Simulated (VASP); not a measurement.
A run of VASP 6.6.1:

File INCAR:

```
  PREC = Accurate
  ENCUT = 520
  EDIFF = 1E-6
  ISMEAR = 0
  SIGMA = 0.1
  LREAL = F
  LASPH = T
  NELM = 60
  ALGO = Normal
  ISIF = 2
  LWAVE = F
  LCHARG = T
  GGA = PE
  LELF = T
  LVHAR = T
  NBANDS = 16
```

Contents of KPOINTS:

```
Automatic mesh
0
Gamma
  14 14 14
```

Contents of POSCAR:

```
Si2Ni
1.0
    0.0000000000      2.7234320539      2.7234320539
    2.7234320539      0.0000000000      2.7234320539
    2.7234320539      2.7234320539      0.0000000000
Si Ni
2 1
Direct
    0.2500000000      0.2500000000      0.2500000000
    0.7500000000      0.7500000000      0.7500000000
    0.0000000000      0.0000000000      0.0000000000
```

Potentials or basis: VASP PAW PBE potentials, release 64 (Si, Ni).

Command:

```sh
$ cat potpaw_PBE.64/Si/POTCAR potpaw_PBE.64/Ni/POTCAR > POTCAR
$ mpirun -np 1 vasp_std > vasp.out
```

Hardware: 1 thread of Intel Xeon 8259CL (shared host).

Problem. How long does it take, and how much memory?

Solution. Run time: 2.5 min on 1 thread of Intel Xeon 8259CL, with other jobs on the host, peak memory 0.21 GiB. Counts: scf iterations 14, k points 104.
